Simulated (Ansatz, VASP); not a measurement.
**KRe in VASP and in Ansatz**

```
CELL_PARAMETERS angstrom
5.33079 0.00000 0.00000
0.00000 3.52773 0.00000
0.00000 0.00000 5.44278
ATOMIC_POSITIONS crystal
K 0.75000 0.00000 0.68700
K 0.25000 0.00000 0.31300
Re 0.75000 0.50000 0.18800
Re 0.25000 0.50000 0.81200
```

Alike in both runs: task single point; functional PBE; k mesh 4 × 6 × 4; occupations gaussian, width 0.1 eV; no spin polarisation.

```csv
,VASP,Ansatz
version,VASP 6.6.1,Ansatz 0.2.0
potentials or method,"VASP PAW PBE potentials, release 64 (K_sv, Re), cutoff 520 eV","scalar-relativistic, plane waves, PAW"
valence electrons in the cell,32,48
```

VASP gave:

- gap on the k mesh at the Fermi level (eV): none
- pressure (GPa): -3.7
- traceless stress, the component that is largest in VASP (GPa): 3.97
- rms of the force components (eV/Å): 1.241

Q: What did Ansatz give for the same quantities?

A: gap on the k mesh at the Fermi level (eV): none; pressure (GPa): -3.8; traceless stress, the component that is largest in VASP (GPa): 4.00; rms of the force components (eV/Å): 1.246.

Atom by atom the forces differ by 0.007 eV/Å (rms over components). A gap of «none» marks a metal or a gap that the smearing closes. VASP's potentials hold 32 valence electrons a cell and Ansatz's 48, so a difference there can come from the potentials and not from the codes.

Neither program's run includes spin-orbit coupling.
